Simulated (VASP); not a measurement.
# BaIrO3 in VASP: notebook, part 2 of 3

VASP 6.6.1.

## Step 3: Single point, LDA

The input, INCAR:

```
PREC = Accurate
ENCUT = 520
EDIFF = 1E-7
ISMEAR = -1
SIGMA = 0.1
LREAL = F
LASPH = T
NELM = 60
ALGO = Normal
ISIF = 2
LWAVE = F
LCHARG = F
NBANDS = 26
```

The input, KPOINTS:

```
Automatic mesh
0
Gamma
  6 6 6
```

The input, POSCAR:

```
BaIrO3
1.0
    4.1009000000      0.0000000000      0.0000000000
    0.0000000000      4.1009000000      0.0000000000
    0.0000000000      0.0000000000      4.1009000000
Ba Ir O
1 1 3
Direct
    0.5000000000      0.5000000000      0.5000000000
    0.0000000000      0.0000000000      0.0000000000
    0.5000000000      0.0000000000      0.0000000000
    0.0000000000      0.4951230218      0.0000000000
    0.0000000000      0.0000000000      0.5000000000
```

Potentials or basis: VASP PAW LDA potentials, release 64 (Ba_sv, Ir, O).

The run is started by

```bash
$ cat potpaw_LDA.64/Ba_sv/POTCAR potpaw_LDA.64/Ir/POTCAR potpaw_LDA.64/O/POTCAR > POTCAR
$ mpirun -np 1 vasp_std > vasp.out
```

OUTCAR:

```text
PREC = Accurate
   ENCUT = 520
   EDIFF = 1E-7
   ISMEAR = -1
   LREAL = F
   LASPH = T
   NELM = 60
   ISIF = 2

 ion  position               nearest neighbor table
   1  0.500  0.500  0.500-   3 2.90   5 2.90   3 2.90   3 2.90   5 2.90   3 2.90   5 2.90   5 2.90
                             4 2.90   4 2.90   4 2.90   4 2.90   2 3.55   2 3.55   2 3.55   2 3.55
   2  0.000  0.000  0.000-   4 2.03   3 2.05   5 2.05   5 2.05   3 2.05   4 2.07   1 3.55   1 3.55
                             1 3.55   1 3.55   1 3.55   1 3.55   1 3.55   1 3.55
   3  0.500  0.000  0.000-   2 2.05   2 2.05   1 2.90   1 2.90   1 2.90   1 2.90
   4  0.000  0.495  0.000-   2 2.03   2 2.07   1 2.90   1 2.90   1 2.90   1 2.90
   5  0.000  0.000  0.500-   2 2.05   2 2.05   1 2.90   1 2.90   1 2.90   1 2.90

  LATTYP: Found a simple cubic cell.
 ALAT       =     4.1009000000

  Lattice vectors:

 A1 = (   4.1009000000,   0.0000000000,   0.0000000000)
 A2 = (   0.0000000000,   4.1009000000,   0.0000000000)
 A3 = (   0.0000000000,   0.0000000000,   4.1009000000)

Analysis of symmetry for initial positions (statically):
=====================================================================
 Subroutine PRICEL returns:
 Original cell was already a primitive cell.

 Routine SETGRP: Setting up the symmetry group for a
 simple cubic supercell.

 Subroutine GETGRP returns: Found  8 space group operations
 (whereof  8 operations were pure point group operations)
 out of a pool of 48 trial point group operations.

The static configuration has the point symmetry C_4v.

Analysis of symmetry for dynamics (positions and initial velocities):
=====================================================================
 Subroutine PRICEL returns:
 Original cell was already a primitive cell.

 Routine SETGRP: Setting up the symmetry group for a
 simple cubic supercell.

 Subroutine GETGRP returns: Found  8 space group operations
 (whereof  8 operations were pure point group operations)
 out of a pool of 48 trial point group operations.

The dynamic configuration has the point symmetry C_4v.

[... 126 lines left out ...]
  Fermi-wavevector in a.u.,A,eV,Ry     =   1.330239  2.513787 24.075983  1.769535
  Thomas-Fermi vector in A             =   2.459341
   LORBIT       =      0    0 simple, 1 ext, 2 COOP (PROOUT), +10 PAW based schemes
   GGA     = CA    functional components
   LHFCALC =     F    Hartree Fock is set to
   AEXX    =    0.0000 exact exchange contribution
   IVDW    =     0    specifies the selected vdW correction
   LEPSILON=     F    determine dielectric tensor
   LRPA    =     F    only Hartree local field effects (RPA)
 non-spin polarized calculation
  energy-cutoff  :      520.00
  volume of cell :       68.97
 maximum number of plane-waves:      1881
   NGX = 15   NGY = 15   NGZ = 15

 number of electron      36.9999986 magnetization

 Free energy of the ion-electron system (eV)
  ---------------------------------------------------
  ext. energy  EPLUGINS =         0.00000000
  ---------------------------------------------------
  free energy    TOTEN  =       -37.53730975 eV

  energy without entropy =      -37.37870552  energy(sigma->0) =      -37.45800764

 E-fermi :   4.4229     XC(G=0): -11.6548

 val. band max:        4.4016994008   @ k =   0.1667   0.5000   0.3333
 cond. band min:       4.4350498350   @ k =   0.5000   0.5000   0.1667
 fundamental gap:      0.0333504342
 Fermi energy:         4.4228822762

 k-point     1 :       0.0000    0.0000    0.0000
  band No.  band energies     occupation
      1     -21.8930      2.00000
      2     -14.2864      2.00000
      3     -13.5220      2.00000
      4     -13.5191      2.00000
      5      -7.0964      2.00000
      6      -7.0964      2.00000
[... 685 lines left out ...]
     25      11.4449      0.00000
     26      11.5014      0.00000

 [... further k-points ...]

------------------------ aborting loop because EDIFF is reached ----------------------------------------

  FORCE on cell =-STRESS in cart. coord.  units (eV):
  Direction    XX          YY          ZZ          XY          YZ          ZX
  --------------------------------------------------------------------------------------
  -------------------------------------------------------------------------------------
  Total       -5.5071467     -5.4800037     -5.5071467      0.0000000     -0.0000000      0.0000000
  in kB     -127.9380398   -127.3074733   -127.9380398      0.0000000     -0.0000000      0.0000000
  external PRESSURE =    -127.7278510 kB  Pullay stress =       0.0000000 kB

 VOLUME and BASIS-vectors are now :
 -----------------------------------------------------------------------------
  energy-cutoff  :      520.00
  volume of cell :       68.97
      direct lattice vectors                 reciprocal lattice vectors
     4.100900000  0.000000000  0.000000000     0.243848911  0.000000000  0.000000000
     0.000000000  4.100900000  0.000000000     0.000000000  0.243848911  0.000000000
     0.000000000  0.000000000  4.100900000     0.000000000  0.000000000  0.243848911

 POSITION                                       TOTAL-FORCE (eV/Angst)
 -----------------------------------------------------------------------------------
      2.05045      2.05045      2.05045        -0.000000     -0.005794      0.000000
      0.00000      0.00000      0.00000        -0.000000     -0.165074      0.000000
      2.05045      0.00000      0.00000        -0.000000     -0.032675      0.000000
      0.00000      2.03045      0.00000         0.000000      0.236218     -0.000000
      0.00000      0.00000      2.05045        -0.000000     -0.032675      0.000000
 -----------------------------------------------------------------------------------
    total drift:                                0.000000     -0.000147     -0.000001

  FREE ENERGIE OF THE ION-ELECTRON SYSTEM (eV)
  ---------------------------------------------------
  free  energy   TOTEN  =       -37.5373097527 eV

  energy  without entropy=      -37.3787055210  energy(sigma->0) =      -37.45800764
```

OSZICAR:

```text
N       E                     dE             d eps       ncg     rms          rms(c)
DAV:   1     0.300798342228E+03    0.30080E+03   -0.18169E+04  2088   0.135E+03
DAV:   2    -0.207076015335E+02   -0.32151E+03   -0.30777E+03  2422   0.335E+02
DAV:   3    -0.441334052364E+02   -0.23426E+02   -0.22979E+02  2782   0.992E+01
DAV:   4    -0.449554433655E+02   -0.82204E+00   -0.81907E+00  2990   0.161E+01
DAV:   5    -0.449704209006E+02   -0.14978E-01   -0.14968E-01  2690   0.194E+00    0.311E+01
DAV:   6    -0.387266924456E+02    0.62437E+01   -0.35190E+01  3010   0.495E+01    0.213E+01
DAV:   7    -0.377304566736E+02    0.99624E+00   -0.59108E+00  3038   0.259E+01    0.983E+00
DAV:   8    -0.375675784755E+02    0.16288E+00   -0.74712E-01  3250   0.956E+00    0.339E+00
DAV:   9    -0.375436634042E+02    0.23915E-01   -0.40790E-02  2880   0.217E+00    0.106E+00
DAV:  10    -0.375376289423E+02    0.60345E-02   -0.11961E-02  3094   0.119E+00    0.138E-01
DAV:  11    -0.375373608476E+02    0.26809E-03   -0.11766E-03  3064   0.262E-01    0.814E-02
DAV:  12    -0.375373085148E+02    0.52333E-04   -0.21769E-04  2806   0.122E-01    0.637E-02
DAV:  13    -0.375373098474E+02   -0.13326E-05   -0.21617E-05  2390   0.309E-02    0.708E-03
DAV:  14    -0.375373097534E+02    0.93989E-07   -0.17956E-06  3196   0.114E-02    0.680E-03
DAV:  15    -0.375373097527E+02    0.72214E-09   -0.13125E-07  1522   0.373E-03
   1 F= -.37537310E+02 E0= -.37458008E+02  d E =-.158604E+00
```

It took 51 s on 1 thread of Intel Xeon Platinum 8488C (Sapphire Rapids), shared host; peak memory 0.2 GiB.

What came out:

- Free energy: -37.5373 eV
- Pressure: -12.8 GPa
- Largest force: 0.236 eV/Å
- Band gap on the k mesh: zero (an odd number of electrons rules out a gap without spin polarisation)

Forces in eV/Å, atoms in the order of the input:
```
Ba   0.000 -0.006  0.000
Ir   0.000 -0.165  0.000
O    0.000 -0.033  0.000
O    0.000  0.236  0.000
O    0.000 -0.033  0.000
```

Levels at points of the mesh, in eV from the Fermi level:
| k point | band 16 | band 17 | band 18 | band 19 | band 20 | band 21 | band 22 | band 23 |
| --- | --- | --- | --- | --- | --- | --- | --- | --- |
| (0.00, 0.00, 0.00) | -2.74 | -2.18 | -2.17 | -2.17 | -0.59 | -0.58 | 3.32 | 3.32 |
| (0.50, 0.00, 0.00) | -2.77 | -2.73 | -0.58 | -0.08 | -0.08 | 1.84 | 5.15 | 5.56 |
| (0.00, 0.50, 0.00) | -2.77 | -2.77 | -0.58 | -0.08 | -0.08 | 1.84 | 5.15 | 5.56 |
| (0.50, 0.50, 0.00) | -1.83 | -0.18 | -0.18 | 0.22 | 0.45 | 5.10 | 5.75 | 6.23 |
| (0.50, 0.00, 0.50) | -1.83 | -0.18 | -0.18 | 0.22 | 0.45 | 5.10 | 5.75 | 6.23 |
| (0.50, 0.50, 0.50) | -1.75 | 0.65 | 0.65 | 0.65 | 4.64 | 4.64 | 4.64 | 5.10 |

Caveat: the cell stands under tension; spin-orbit coupling is left out, which moves the levels of the heavy elements; an odd number of electrons without spin polarisation forces a metal; a magnetic or distorted state may lie lower.

## Step 4: Single point, LDA

The input, INCAR:

```
SYSTEM = BaIrO3
  ALGO = Normal
  EDIFF = 1E-7
  ENCUT = 520
  ISIF = 2
  ISMEAR = -1
  LASPH = .TRUE.
  LCHARG = .FALSE.
  LREAL = .FALSE.
  LWAVE = .FALSE.
  NBANDS = 26
  NELM = 60
  PREC = Accurate
  SIGMA = 0.1
```

The input, KPOINTS:

```
k-points
0
G
  6 6 6
  0 0 0
```

Edit POSCAR of step 3 so:

```diff
@@ -11,3 +11,3 @@
     0.5000000000      0.0000000000      0.0000000000
-    0.0000000000      0.4951230218      0.0000000000
+    0.0000000000      0.4975615109      0.0000000000
     0.0000000000      0.0000000000      0.5000000000
```

Potentials or basis: VASP PAW LDA potentials, release 64 (Ba_sv, Ir, O).

The run is started by

```bash
$ cat potpaw_LDA.64/Ba_sv/POTCAR potpaw_LDA.64/Ir/POTCAR potpaw_LDA.64/O/POTCAR > POTCAR
$ mpirun -np 1 vasp_std > vasp.out
```

OUTCAR:

```text
SYSTEM = BaIrO3
   EDIFF = 1E-7
   ENCUT = 520
   ISIF = 2
   ISMEAR = -1
   LASPH = .TRUE.
   LREAL = .FALSE.
   NELM = 60
   PREC = Accurate

 ion  position               nearest neighbor table
   1  0.500  0.500  0.500-   3 2.90   5 2.90   3 2.90   3 2.90   5 2.90   3 2.90   5 2.90   5 2.90
                             4 2.90   4 2.90   4 2.90   4 2.90   2 3.55   2 3.55   2 3.55   2 3.55
   2  0.000  0.000  0.000-   4 2.04   3 2.05   5 2.05   5 2.05   3 2.05   4 2.06   1 3.55   1 3.55
                             1 3.55   1 3.55   1 3.55   1 3.55   1 3.55   1 3.55
   3  0.500  0.000  0.000-   2 2.05   2 2.05   1 2.90   1 2.90   1 2.90   1 2.90
   4  0.000  0.498  0.000-   2 2.04   2 2.06   1 2.90   1 2.90   1 2.90   1 2.90
   5  0.000  0.000  0.500-   2 2.05   2 2.05   1 2.90   1 2.90   1 2.90   1 2.90
[... 900 lines left out ...]
  Total       -5.5117311     -5.5048440     -5.5117311      0.0000000      0.0000000      0.0000000
  in kB     -128.0445398   -127.8845436   -128.0445398      0.0000000      0.0000000      0.0000000
  external PRESSURE =    -127.9912077 kB  Pullay stress =       0.0000000 kB

 VOLUME and BASIS-vectors are now :
 -----------------------------------------------------------------------------
  energy-cutoff  :      520.00
  volume of cell :       68.97
      direct lattice vectors                 reciprocal lattice vectors
     4.100900000  0.000000000  0.000000000     0.243848911  0.000000000  0.000000000
     0.000000000  4.100900000  0.000000000     0.000000000  0.243848911  0.000000000
     0.000000000  0.000000000  4.100900000     0.000000000  0.000000000  0.243848911

 POSITION                                       TOTAL-FORCE (eV/Angst)
 -----------------------------------------------------------------------------------
      2.05045      2.05045      2.05045         0.000000     -0.002862     -0.000000
      0.00000      0.00000      0.00000        -0.000000     -0.082248     -0.000000
      2.05045      0.00000      0.00000        -0.000000     -0.016303     -0.000000
      0.00000      2.04045      0.00000        -0.000000      0.117717      0.000000
      0.00000      0.00000      2.05045        -0.000000     -0.016303     -0.000000
 -----------------------------------------------------------------------------------
    total drift:                                0.000000     -0.000248     -0.000001

  FREE ENERGIE OF THE ION-ELECTRON SYSTEM (eV)
  ---------------------------------------------------
  free  energy   TOTEN  =       -37.5390782147 eV

  energy  without entropy=      -37.3804142906  energy(sigma->0) =      -37.45974625
```

stdout:

```text
POSCAR found type information on POSCAR BaIrO
 POSCAR found :  3 types and       5 ions
 scaLAPACK will be used
 LDA part: xc-table for (Slater(with rela. corr.)+CA(PZ))
 , standard interpolation
 POSCAR, INCAR and KPOINTS ok, starting setup
 FFT: planning ... GRIDC
 FFT: planning ... GRID_SOFT
 FFT: planning ... GRID
 WAVECAR not read
 entering main loop
```

It took 49 s on 1 thread of Intel Xeon Platinum 8488C (Sapphire Rapids), shared host; peak memory 0.2 GiB.

What came out:

```yaml
Free_energy: -37.5391 eV
Pressure: -12.8 GPa
Largest_force: 0.118 eV/Å
Band_gap_on_the_k_mesh: zero (an odd number of electrons rules out a gap without spin polarisation)
```

Forces in eV/Å, atoms in the order of the input:
```
Ba   0.000 -0.003  0.000
Ir   0.000 -0.082  0.000
O    0.000 -0.016  0.000
O    0.000  0.118  0.000
O    0.000 -0.016  0.000
```

Levels at points of the mesh, in eV from the Fermi level:
| k point | band 15 | band 16 | band 17 | band 18 | band 19 | band 20 | band 21 | band 22 | band 23 | band 24 |
| --- | --- | --- | --- | --- | --- | --- | --- | --- | --- | --- |
| (0.00, 0.00, 0.00) | -2.76 | -2.76 | -2.17 | -2.17 | -2.17 | -0.59 | -0.59 | 3.32 | 3.32 | 3.85 |
| (0.50, 0.00, 0.00) | -2.92 | -2.77 | -2.76 | -0.58 | -0.08 | -0.08 | 1.84 | 5.15 | 5.56 | 6.32 |
| (0.00, 0.50, 0.00) | -2.91 | -2.77 | -2.77 | -0.58 | -0.08 | -0.08 | 1.84 | 5.15 | 5.56 | 6.32 |
| (0.50, 0.50, 0.00) | -2.67 | -1.83 | -0.18 | -0.18 | 0.22 | 0.45 | 5.10 | 5.75 | 6.23 | 7.85 |
| (0.50, 0.00, 0.50) | -2.67 | -1.83 | -0.18 | -0.18 | 0.22 | 0.45 | 5.10 | 5.75 | 6.23 | 7.85 |
| (0.50, 0.50, 0.50) | -1.75 | -1.75 | 0.65 | 0.65 | 0.65 | 4.64 | 4.64 | 4.64 | 5.10 | 5.10 |

Caveat: the cell stands under tension; spin-orbit coupling is left out, which moves the levels of the heavy elements; an odd number of electrons without spin polarisation forces a metal; a magnetic or distorted state may lie lower.

## Step 5: Single point, LDA

The input, INCAR:

```
SYSTEM = BaIrO3
ALGO = Normal ; EDIFF = 1E-7
ENCUT = 520 ; GGA = CA
ISIF = 2 ; ISMEAR = -1
LASPH = .True. ; LCHARG = .False.
LREAL = .False. ; LWAVE = .False.
NBANDS = 26 ; NELM = 60
PREC = Accurate ; SIGMA = 0.1
```

The input, KPOINTS:

```
k-points
0
Gamma
  6 6 6
  0 0 0
```

Edit POSCAR of step 4 so:

```diff
@@ -11,3 +11,3 @@
     0.5000000000      0.0000000000      0.0000000000
-    0.0000000000      0.4975615109      0.0000000000
+    0.0000000000      0.5024384891      0.0000000000
     0.0000000000      0.0000000000      0.5000000000
```

The run is started by

```bash
$ cat potpaw_LDA.64/Ba_sv/POTCAR potpaw_LDA.64/Ir/POTCAR potpaw_LDA.64/O/POTCAR > POTCAR
$ mpirun -np 1 vasp_std > vasp.out
```

It took 52 s on 1 thread of Intel Xeon Platinum 8488C (Sapphire Rapids), shared host; peak memory 0.2 GiB.

The run converged. Its results:

* Free energy: -37.5391 eV
* Pressure: -12.8 GPa
* Largest force: 0.118 eV/Å
* Band gap on the k mesh: zero (an odd number of electrons rules out a gap without spin polarisation)

Forces on the atoms (eV/Å):
```
Ba   0.000  0.003  0.000
Ir   0.000  0.082  0.000
O    0.000  0.016  0.000
O    0.000 -0.118  0.000
O    0.000  0.016  0.000
```

Levels at points of the mesh, in eV from the Fermi level:
| k point | band 17 | band 18 | band 19 | band 20 | band 21 | band 22 |
| --- | --- | --- | --- | --- | --- | --- |
| (0.00, 0.00, 0.00) | -2.17 | -2.17 | -2.17 | -0.59 | -0.59 | 3.32 |
| (0.50, 0.00, 0.00) | -2.76 | -0.58 | -0.08 | -0.08 | 1.84 | 5.15 |
| (0.00, 0.50, 0.00) | -2.77 | -0.58 | -0.08 | -0.08 | 1.84 | 5.15 |
| (0.50, 0.50, 0.00) | -0.18 | -0.18 | 0.22 | 0.45 | 5.10 | 5.75 |
| (0.50, 0.00, 0.50) | -0.18 | -0.18 | 0.22 | 0.45 | 5.10 | 5.75 |
| (0.50, 0.50, 0.50) | 0.65 | 0.65 | 0.65 | 4.64 | 4.64 | 4.64 |

Caveat: the cell stands under tension; spin-orbit coupling is left out, which moves the levels of the heavy elements; an odd number of electrons without spin polarisation forces a metal; a magnetic or distorted state may lie lower.

[end of part 2 of 3]

The gap in the log of VASP goes by the Fermi energy; the results here count the filled bands.